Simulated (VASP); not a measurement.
# PbS (Galena) (Fm-3m) in VASP: further runs, part 2 of 3

VASP 6.6.1. Earlier steps stand in the parts before.

### Step 3. Single point, r2SCAN

This run uses another cell than the first one, of 24.52 Å³/atom, 0.760 times its volume.

POSCAR reads:

```
PbS
1.0
    0.0000000000      2.9052075019      2.9052075019
    2.9052075019      0.0000000000      2.9052075019
    2.9052075019      2.9052075019      0.0000000000
Pb S
1 1
Direct
    0.0000000000      0.0000000000      0.0000000000
    0.5000000000      0.5000000000      0.5000000000
```

INCAR.step1 reads:

```
PREC     = Accurate       # precision mode
ENCUT    = 520            # plane-wave cutoff, eV
ISMEAR   = -1             # smearing method
SIGMA    = 0.05           # smearing width, eV
LREAL    = False          # projectors in reciprocal space
LASPH    = True           # aspherical terms in the spheres
NELM     = 60             # most SCF steps
NBANDS   = 17             # bands
GGA      = PE             # functional
ALGO     = Normal         # electronic algorithm
EDIFF    = 1E-4           # SCF threshold, eV
LWAVE    = True           # write WAVECAR
LCHARG   = False          # write CHGCAR
```

INCAR.step2 reads:

```
PREC     = Accurate       # precision mode
ENCUT    = 520            # plane-wave cutoff, eV
EDIFF    = 1E-6           # SCF threshold, eV
ISMEAR   = -1             # smearing method
SIGMA    = 0.05           # smearing width, eV
LREAL    = False          # projectors in reciprocal space
LASPH    = True           # aspherical terms in the spheres
NELM     = 60             # most SCF steps
ALGO     = Normal         # electronic algorithm
ISIF     = 2              # what is computed and relaxed
LWAVE    = False          # write WAVECAR
LCHARG   = True           # write CHGCAR
METAGGA  = R2SCAN         # meta-GGA
LMIXTAU  = True         
LELF     = True           # ELF
LVHAR    = True         
NBANDS   = 17             # bands
ISTART   = 1
```

KPOINTS reads:

```
regular mesh
0
Gamma
  8 8 8
```

Potentials or basis: VASP PAW PBE potentials, release 64 (Pb_d, S).

Started as:

```console
$ cat potpaw_PBE.64/Pb_d/POTCAR potpaw_PBE.64/S/POTCAR > POTCAR
$ cp INCAR.step1 INCAR
$ mpirun -np 1 vasp_std > vasp.out
$ cp INCAR.step2 INCAR
$ mpirun -np 1 vasp_std > vasp.out
```

OUTCAR:

```text
PREC = Accurate
   ENCUT = 520
   EDIFF = 1E-6
   ISMEAR = -1
   LREAL = False
   LASPH = True
   NELM = 60
   ISIF = 2
   METAGGA = R2SCAN
   ISTART = 1

 ion  position               nearest neighbor table
   1  0.000  0.000  0.000-   2 2.91   2 2.91   2 2.91   2 2.91   2 2.91   2 2.91
   2  0.500  0.500  0.500-   1 2.91   1 2.91   1 2.91   1 2.91   1 2.91   1 2.91

  LATTYP: Found a face centered cubic cell.
 ALAT       =     5.8104150038

  Lattice vectors:

 A1 = (   0.0000000000,   2.9052075019,   2.9052075019)
 A2 = (   2.9052075019,   0.0000000000,   2.9052075019)
 A3 = (   2.9052075019,   2.9052075019,   0.0000000000)

Analysis of symmetry for initial positions (statically):
=====================================================================
 Subroutine PRICEL returns:
 Original cell was already a primitive cell.

 Routine SETGRP: Setting up the symmetry group for a
 face centered cubic supercell.

 Subroutine GETGRP returns: Found 48 space group operations
[... 9 lines left out ...]

 Routine SETGRP: Setting up the symmetry group for a
 face centered cubic supercell.

 Subroutine GETGRP returns: Found 48 space group operations
[... 11 lines left out ...]
                                     Primitive cell

  volume of cell :      49.0412

  direct lattice vectors                    reciprocal lattice vectors
     0.000000000  2.905207502  2.905207502    -0.172104746  0.172104746  0.172104746
     2.905207502  0.000000000  2.905207502     0.172104746 -0.172104746  0.172104746
     2.905207502  2.905207502  0.000000000     0.172104746  0.172104746 -0.172104746

  length of vectors
     4.108583851  4.108583851  4.108583851     0.298094165  0.298094165  0.298094165

  position of ions in fractional coordinates (direct lattice)
     0.000000000  0.000000000  0.000000000
     0.500000000  0.500000000  0.500000000

  ion indices of the primitive-cell ions
   primitive index   ion index
                 1           1
                 2           2

----------------------------------------------------------------------------------------

 KPOINTS: regular mesh

Automatic generation of k-mesh.
 Grid dimensions read from file:
 generate k-points for:    8    8    8

 Generating k-lattice:

  Cartesian coordinates                     Fractional coordinates (reciprocal lattice)
    -0.021513093  0.021513093  0.021513093     0.125000000  0.000000000  0.000000000
     0.021513093 -0.021513093  0.021513093     0.000000000  0.125000000  0.000000000
     0.021513093  0.021513093 -0.021513093     0.000000000  0.000000000  0.125000000

  Length of vectors
     0.037261771  0.037261771  0.037261771

  Shift w.r.t. Gamma in fractional coordinates (k-lattice)
     0.000000000  0.000000000  0.000000000

 Subroutine IBZKPT returns following result:
 ===========================================

 Found     29 irreducible k-points:

 Following reciprocal coordinates:
            Coordinates               Weight
  0.000000  0.000000  0.000000      1.000000
  0.125000  0.000000  0.000000      8.000000
  0.250000  0.000000  0.000000      8.000000
  0.375000  0.000000  0.000000      8.000000
  0.500000  0.000000  0.000000      4.000000
  0.125000  0.125000  0.000000      6.000000
[... 16 lines left out ...]
  0.500000  0.250000  0.125000     48.000000
 -0.375000  0.250000  0.125000     24.000000
 [... further k-points ...]
   k-points           NKPTS =     29   k-points in BZ     NKDIM =     29   number of bands    NBANDS=     17
   number of dos      NEDOS =    301   number of ions     NIONS =      2
   total plane-waves  NPLWV =  32768
   dimension x,y,z NGX =    32 NGY =   32 NGZ =   32
   dimension x,y,z NGXF=    64 NGYF=   64 NGZF=   64
   ions per type =               1   1
   NGX,Y,Z   is equivalent  to a cutoff of  12.95, 12.95, 12.95 a.u.
   NGXF,Y,Z  is equivalent  to a cutoff of  25.90, 25.90, 25.90 a.u.
 SYSTEM =  unknown system
   PREC   = accura    normal or accurate (medium, high low for compatibility)
   ISTART =      1    job   : 0-new  1-cont  2-samecut
   ICHARG =      0    charge: 1-file 2-atom 10-const
   ISPIN  =      1    spin polarized calculation?
   LNONCOLLINEAR =      F non collinear calculations
   LSORBIT =      F    spin-orbit coupling
   LASPH  =      T    aspherical Exc in radial PAW
   ENCUT  =  520.0 eV  38.22 Ry    6.18 a.u.   7.64  7.64  7.64*2*pi/ulx,y,z
   NELM   =     60;   NELMIN=  2; NELMDL=  0     # of ELM steps
   EDIFF  = 0.1E-05   stopping-criterion for ELM
   LREAL  =      F    real-space projection
   EDIFFG = 0.1E-04   stopping-criterion for IOM
   NSW    =      0    number of steps for IOM
   IBRION =     -1    ionic relax: 0-MD 1-quasi-New 2-CG
   NFREE  =      0    steps in history (QN), initial steepest desc. (CG)
   ISIF   =      2    stress and relaxation
   ISYM   =      2    0-nonsym 1-usesym 2-fastsym
   POTIM  = 0.5000    time-step for ionic-motion
   TEBEG  =    0.0;   TEEND  =   0.0 temperature during run
   PSTRESS=    0.0 pullay stress
   NELECT =      20.0000    total number of electrons
   NUPDOWN=      -1.0000    fix difference up-down
   EMIN   =  10.00;   EMAX   =-10.00  energy-range for DOS
   EFERMI =   0.00;   METHOD = LEGACY
   ISMEAR =    -1;   SIGMA  =   0.05  broadening in eV -4-tet -1-fermi 0-gaus
   EFERMI_NEDOS =   21; number of points for ismear=-14 and -15
   IALGO  =     38    algorithm
   IMIX   =      4    mixing-type and parameters
     AMIX     =   0.40;   BMIX     =  1.00
     AMIX_MAG =   1.60;   BMIX_MAG =  1.00
  volume/ion in A,a.u.               =      24.52       165.47
  Fermi-wavevector in a.u.,A,eV,Ry     =   1.214034  2.294192 20.053350  1.473880
  Thomas-Fermi vector in A             =   2.349467
   LORBIT       =      0    0 simple, 1 ext, 2 COOP (PROOUT), +10 PAW based schemes
   METAGGA = R2SCAN    functional components
   LHFCALC =     F    Hartree Fock is set to
   AEXX    =    0.0000 exact exchange contribution
   IVDW    =     0    specifies the selected vdW correction
   LEPSILON=     F    determine dielectric tensor
   LRPA    =     F    only Hartree local field effects (RPA)
 non-spin polarized calculation
  energy-cutoff  :      520.00
  volume of cell :       49.04
 maximum number of plane-waves:      1363
   NGX = 15   NGY = 15   NGZ = 15

 number of electron      20.0000001 magnetization

 Free energy of the ion-electron system (eV)
  ---------------------------------------------------
  ext. energy  EPLUGINS =         0.00000000
  ---------------------------------------------------
  free energy    TOTEN  =       -65.53929325 eV

  energy without entropy =      -65.53909827  energy(sigma->0) =      -65.53919576

 E-fermi :   6.8407     XC(G=0): -10.5736

 val. band max:        6.6618005595   @ k =   0.5000   0.0000   0.0000
 cond. band min:       7.0195876972   @ k =   0.5000   0.0000   0.0000
 fundamental gap:      0.3577871377
 Fermi energy:         6.8406943125

 k-point     1 :       0.0000    0.0000    0.0000
  band No.  band energies     occupation
      1     -11.0135      2.00000
      2     -11.0135      2.00000
      3     -11.0135      2.00000
      4     -11.0006      2.00000
      5     -11.0006      2.00000
      6      -8.2661      2.00000
[... 9 lines left out ...]
     16      13.5220      0.00000
     17      15.4496      0.00000

 k-point     2 :       0.1250    0.0000    0.0000
  band No.  band energies     occupation
      1     -11.0128      2.00000
      2     -11.0119      2.00000
      3     -11.0119      2.00000
      4     -11.0001      2.00000
      5     -11.0001      2.00000
      6      -8.1162      2.00000
[... 9 lines left out ...]
     16      13.9358      0.00000
     17      16.8167      0.00000

 k-point     3 :       0.2500    0.0000    0.0000
  band No.  band energies     occupation
      1     -11.0254      2.00000
      2     -11.0254      2.00000
      3     -11.0119      2.00000
      4     -10.9818      2.00000
      5     -10.9818      2.00000
      6      -7.6981      2.00000
[... 392 lines left out ...]
 k-point    23 :       0.5000    0.2500    0.1250
  band No.  band energies     occupation
      1     -11.1002      2.00000
      2     -11.0195      2.00000
      3     -11.0071      2.00000
      4     -10.9719      2.00000
      5     -10.9572      2.00000
      6      -6.8109      2.00000
[... 9 lines left out ...]
     16      17.4071      0.00000
     17      18.5903      0.00000

 k-point    24 :      -0.3750    0.2500    0.1250
  band No.  band energies     occupation
      1     -11.1089      2.00000
      2     -11.0248      2.00000
      3     -10.9962      2.00000
      4     -10.9781      2.00000
      5     -10.9507      2.00000
      6      -6.5521      2.00000
[... 9 lines left out ...]
     16      17.9791      0.00000
     17      18.4632      0.00000

 [... further k-points ...]

------------------------ aborting loop because EDIFF is reached ----------------------------------------

  FORCE on cell =-STRESS in cart. coord.  units (eV):
  Direction    XX          YY          ZZ          XY          YZ          ZX
  --------------------------------------------------------------------------------------
  -------------------------------------------------------------------------------------
  Total        1.7603830      1.7603830      1.7603830      0.0000000      0.0000000      0.0000000
  in kB       57.5117088     57.5117088     57.5117088      0.0000000      0.0000000      0.0000000
  external PRESSURE =      57.5117088 kB  Pullay stress =       0.0000000 kB

 VOLUME and BASIS-vectors are now :
 -----------------------------------------------------------------------------
  energy-cutoff  :      520.00
  volume of cell :       49.04
      direct lattice vectors                 reciprocal lattice vectors
     0.000000000  2.905207502  2.905207502    -0.172104746  0.172104746  0.172104746
     2.905207502  0.000000000  2.905207502     0.172104746 -0.172104746  0.172104746
     2.905207502  2.905207502  0.000000000     0.172104746  0.172104746 -0.172104746

 POSITION                                       TOTAL-FORCE (eV/Angst)
 -----------------------------------------------------------------------------------
      0.00000      0.00000      0.00000         0.000000      0.000000      0.000000
      2.90521      2.90521      2.90521        -0.000000     -0.000000     -0.000000
 -----------------------------------------------------------------------------------
    total drift:                                0.000000     -0.000000     -0.000000

  FREE ENERGIE OF THE ION-ELECTRON SYSTEM (eV)
  ---------------------------------------------------
  free  energy   TOTEN  =       -65.5392932538 eV

  energy  without entropy=      -65.5390982666  energy(sigma->0) =      -65.53919576
```

It took 57 s on 1 thread of Intel Xeon Platinum 8488C (Sapphire Rapids), shared host; peak memory 0.19 GiB.

What came out:

* Free energy: -65.5393 eV
* Pressure: 5.8 GPa
* Band gap on the k mesh: 0.36 eV, direct

Caveat: the PAW data sets were made with another functional, which shifts forces and pressure a little; spin-orbit coupling is left out, which moves the levels of the heavy elements. A k mesh can miss the band edges.

### Step 4. Single point, r2SCAN

This run uses another cell than the first one, of 25.04 Å³/atom, 0.776 times its volume.

POSCAR reads:

```
PbS
1.0
    0.0000000000      2.9256673838      2.9256673838
    2.9256673838      0.0000000000      2.9256673838
    2.9256673838      2.9256673838      0.0000000000
Pb S
1 1
Direct
    0.0000000000      0.0000000000      0.0000000000
    0.5000000000      0.5000000000      0.5000000000
```

INCAR.step1 reads:

```
SYSTEM = PbS
PREC = Accurate ; ENCUT = 520
ISMEAR = -1 ; SIGMA = 0.05
LREAL = .FALSE. ; LASPH = .TRUE.
NELM = 80 ; NBANDS = 17
GGA = PE ; ALGO = Normal
EDIFF = 1E-4 ; LWAVE = .TRUE.
LCHARG = .FALSE.
```

INCAR.step2 reads:

```
SYSTEM = PbS
PREC = Accurate ; ENCUT = 520
EDIFF = 1E-6 ; ISMEAR = -1
SIGMA = 0.05 ; LREAL = .FALSE.
LASPH = .TRUE. ; NELM = 80
ALGO = Normal ; ISIF = 2
LWAVE = .FALSE. ; LCHARG = .FALSE.
METAGGA = R2SCAN ; LMIXTAU = .TRUE.
NBANDS = 17 ; ISTART = 1
```

KPOINTS reads:

```
Automatic mesh
0
G
  8 8 8
  0 0 0
```

Potentials or basis: VASP PAW PBE potentials, release 64 (Pb_d, S).

Started as:

```console
$ cat potpaw_PBE.64/Pb_d/POTCAR potpaw_PBE.64/S/POTCAR > POTCAR
$ cp INCAR.step1 INCAR
$ mpirun -np 1 vasp_std > vasp.out
$ cp INCAR.step2 INCAR
$ mpirun -np 1 vasp_std > vasp.out
```

OUTCAR:

```text
SYSTEM = PbS
   PREC = Accurate
   ENCUT = 520
   EDIFF = 1E-6
   ISMEAR = -1
   LREAL = .FALSE.
   LASPH = .TRUE.
   NELM = 80
   ISIF = 2
   METAGGA = R2SCAN
   ISTART = 1

 ion  position               nearest neighbor table
   1  0.000  0.000  0.000-   2 2.93   2 2.93   2 2.93   2 2.93   2 2.93   2 2.93
   2  0.500  0.500  0.500-   1 2.93   1 2.93   1 2.93   1 2.93   1 2.93   1 2.93

  LATTYP: Found a face centered cubic cell.
 ALAT       =     5.8513347676

  Lattice vectors:

 A1 = (   0.0000000000,   2.9256673838,   2.9256673838)
 A2 = (   2.9256673838,   0.0000000000,   2.9256673838)
 A3 = (   2.9256673838,   2.9256673838,   0.0000000000)

Analysis of symmetry for initial positions (statically):
=====================================================================
 Subroutine PRICEL returns:
 Original cell was already a primitive cell.

 Routine SETGRP: Setting up the symmetry group for a
 face centered cubic supercell.

 Subroutine GETGRP returns: Found 48 space group operations
[... 9 lines left out ...]

 Routine SETGRP: Setting up the symmetry group for a
[... 149 lines left out ...]
  free energy    TOTEN  =       -65.57180883 eV

  energy without entropy =      -65.57171623  energy(sigma->0) =      -65.57176253

 E-fermi :   6.5550     XC(G=0): -10.4643

 val. band max:        6.3287548897   @ k =   0.5000   0.0000   0.0000
 cond. band min:       6.7813049238   @ k =   0.5000   0.0000   0.0000
 fundamental gap:      0.4525500341
 Fermi energy:         6.5550305393

 k-point     1 :       0.0000    0.0000    0.0000
  band No.  band energies     occupation
      1     -11.2666      2.00000
      2     -11.2666      2.00000
      3     -11.2666      2.00000
      4     -11.2526      2.00000
      5     -11.2526      2.00000
      6      -8.3509      2.00000
[... 457 lines left out ...]
      4     -11.2337      2.00000
      5     -11.2086      2.00000
      6      -6.7154      2.00000
[... 9 lines left out ...]
     16      17.6864      0.00000
     17      18.1349      0.00000

 [... further k-points ...]

------------------------ aborting loop because EDIFF is reached ----------------------------------------

  FORCE on cell =-STRESS in cart. coord.  units (eV):
  Direction    XX          YY          ZZ          XY          YZ          ZX
  --------------------------------------------------------------------------------------
  -------------------------------------------------------------------------------------
  Total        1.2839430      1.2839430      1.2839430      0.0000000      0.0000000      0.0000000
  in kB       41.0725320     41.0725320     41.0725320      0.0000000      0.0000000      0.0000000
  external PRESSURE =      41.0725320 kB  Pullay stress =       0.0000000 kB

 VOLUME and BASIS-vectors are now :
 -----------------------------------------------------------------------------
  energy-cutoff  :      520.00
  volume of cell :       50.08
      direct lattice vectors                 reciprocal lattice vectors
     0.000000000  2.925667384  2.925667384    -0.170901177  0.170901177  0.170901177
     2.925667384  0.000000000  2.925667384     0.170901177 -0.170901177  0.170901177
     2.925667384  2.925667384  0.000000000     0.170901177  0.170901177 -0.170901177

 POSITION                                       TOTAL-FORCE (eV/Angst)
 -----------------------------------------------------------------------------------
      0.00000      0.00000      0.00000         0.000000     -0.000000     -0.000000
      2.92567      2.92567      2.92567         0.000000      0.000000      0.000000
 -----------------------------------------------------------------------------------
    total drift:                                0.000000     -0.000000     -0.000000

  FREE ENERGIE OF THE ION-ELECTRON SYSTEM (eV)
  ---------------------------------------------------
  free  energy   TOTEN  =       -65.5718088255 eV

  energy  without entropy=      -65.5717162323  energy(sigma->0) =      -65.57176253
```

OUTCAR.step1:

```text
SYSTEM = PbS
   PREC = Accurate
   ENCUT = 520
   ISMEAR = -1
   LREAL = .FALSE.
   LASPH = .TRUE.
[... 700 lines left out ...]
      0.00000      0.00000      0.00000        -0.000000     -0.000000     -0.000000
      2.92567      2.92567      2.92567         0.000000      0.000000      0.000000
 -----------------------------------------------------------------------------------
    total drift:                                0.000000     -0.000000     -0.000000

  FREE ENERGIE OF THE ION-ELECTRON SYSTEM (eV)
  ---------------------------------------------------
  free  energy   TOTEN  =        -8.7098185109 eV

  energy  without entropy=       -8.7092618349  energy(sigma->0) =       -8.70954017
```

It took 53 s on 1 thread of Intel Xeon Platinum 8488C (Sapphire Rapids), shared host; peak memory 0.19 GiB.

Results:

- Free energy: -65.5718 eV
- Pressure: 4.1 GPa
- Band gap on the k mesh: 0.45 eV, direct

Caveat: the PAW data sets were made with another functional, which shifts forces and pressure a little; spin-orbit coupling is left out, which moves the levels of the heavy elements. A k mesh can miss the band edges.

(Continued in part 3 of 3.)
